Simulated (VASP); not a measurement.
Runs of VASP 6.6.1 on BP. The structure is that of space group P6_3/mmc (No. 194), or close to it. The cells are those of the table. 

```csv
task,level,cell,k mesh,cutoff (eV),gap on the mesh (eV),pressure (GPa)
single point,PBE,"a = 3.066, b = 3.066, c = 5.078 Å, angles 90.0, 90.0, 120.0°, 4 atoms",12 × 12 × 6,520,none,-0.2
single point,r2SCAN,"a = 3.080, b = 3.080, c = 5.015 Å, angles 90.0, 90.0, 120.0°, 4 atoms",12 × 12 × 6,520,none,(a)
relaxation of cell and atoms,PBE,"relaxed from a = 2.861, b = 2.861, c = 4.664 Å, angles 90.0, 90.0, 120.0°, 4 atoms",12 × 12 × 6,600,none,0.0
single point,r2SCAN,"a = 3.080, b = 3.080, c = 5.015 Å, angles 90.0, 90.0, 120.0°, 4 atoms",12 × 12 × 4,520,none,-0.4
single point,PBE,"a = 3.080, b = 3.080, c = 5.015 Å, angles 90.0, 90.0, 120.0°, 4 atoms",12 × 12 × 6,520,none,0.6
```

Alike in all rows: potentials or basis VASP PAW PBE potentials, release 64 (B, P); no spin polarisation; smearing fermi-dirac 0.02 eV.

Q: Fill in the values left out.

A: (a) 0.1.

Caveats: the PAW data sets were made with another functional, which shifts forces and pressure a little (some runs).

A gap of «none» marks levels without a gap at the run's occupations.
